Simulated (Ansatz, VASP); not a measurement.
One calculation of Mg2Te3O, two programs

The input INCAR:

```
SYSTEM = Mg2Te3O
PREC     = Accurate       ! precision mode
ENCUT    = 600            ! plane-wave cutoff, eV
EDIFF    = 1E-6           ! SCF threshold, eV
ISMEAR   = 0              ! smearing method
SIGMA    = 0.1            ! smearing width, eV
LREAL    = .FALSE.        ! projectors in reciprocal space
LASPH    = .TRUE.         ! aspherical terms in the spheres
NELM     = 60             ! most SCF steps
ALGO     = Normal         ! electronic algorithm
ISIF     = 3              ! what is computed and relaxed
LWAVE    = .FALSE.        ! write WAVECAR
LCHARG   = .FALSE.        ! write CHGCAR
GGA      = PE             ! functional
IBRION   = 2              ! ionic algorithm
NSW      = 100            ! ionic steps
EDIFFG   = -0.01          ! ionic threshold
```

File KPOINTS:

```
regular mesh
0
G
  6 6 6
  0 0 0
```

POSCAR

```
Mg2Te3O
1.0
    4.6352224399      2.6761469234      2.5217867569
   -4.6352224399      2.6761469234      2.5217867569
    0.0000000000     -5.3522938468      2.5217867569
Mg Te O
2 3 1
Direct
    0.7381458510      0.7381458510      0.7381458510
    0.2618541490      0.2618541490      0.2618541490
    0.0000000000      0.5000000000      0.0000000000
    0.0000000000      0.0000000000      0.5000000000
    0.5000000000      0.0000000000      0.0000000000
    0.5000000000      0.5000000000      0.5000000000
```

Input for Ansatz:

```yaml
crystal:
  lattice:
    - [4.6352224399, 2.6761469234, 2.5217867569]
    - [-4.6352224399, 2.6761469234, 2.5217867569]
    - [0.0, -5.3522938468, 2.5217867569]
  atoms:
    - { symbol: Mg, position: [0.738145851, 0.738145851, 0.738145851] }
    - { symbol: Mg, position: [0.261854149, 0.261854149, 0.261854149] }
    - { symbol: Te, position: [0.0, 0.5, 0.0] }
    - { symbol: Te, position: [0.0, 0.0, 0.5] }
    - { symbol: Te, position: [0.5, 0.0, 0.0] }
    - { symbol: O, position: [0.5, 0.5, 0.5] }
basis:
  ecutwfc: 420
kpoints:
  mp_grid: { grid: [6, 6, 6] }
hamiltonian:
  xc: pbe
scf:
  occupations: { method: gaussian, width: 0.1 }
output:
  forces: true
  stress: true
  eigenvalues: true
  write_density: true
  write_potential: true
  elf: true
  volumetric_format: npy
relax:
  adjacent_minimum: "off"
  f_tol: 0.01
  max_steps: 80
  cell: { stress_tol: 0.05 }
```

Change from the starting cell: species swapped into the Ag3AuS2 type (R-3m, No. 166).

Alike in both runs: task relaxation of cell and atoms; functional PBE; k mesh 6 × 6 × 6; occupations gaussian, width 0.1 eV; no spin polarisation.

```csv
,VASP,Ansatz
version,VASP 6.6.1,Ansatz 0.2.0
potentials or method,"VASP PAW PBE potentials, release 64 (Mg, Te, O), cutoff 600 eV","scalar-relativistic, plane waves, PAW"
valence electrons in the cell,28,74
```

Ansatz gave:

| Item | Value |
| --- | --- |
| gap on the k mesh at the Fermi level, each at its own relaxed structure (eV) | none |
| relaxed volume (Å³/atom) | 30.79 |
| relaxed length of the cell vector where the two differ most in proportion (Å) | 5.908 |

Task: What did VASP give for the same quantities?

Result: gap on the k mesh at the Fermi level, each at its own relaxed structure (eV): none; relaxed volume (Å³/atom): 30.70; relaxed length of the cell vector where the two differ most in proportion (Å): 5.903.

A gap of «none» marks a metal or a gap that the smearing closes. VASP's potentials hold 28 valence electrons a cell and Ansatz's 74, so a difference there can come from the potentials and not from the codes.

Spin-orbit coupling is off throughout.
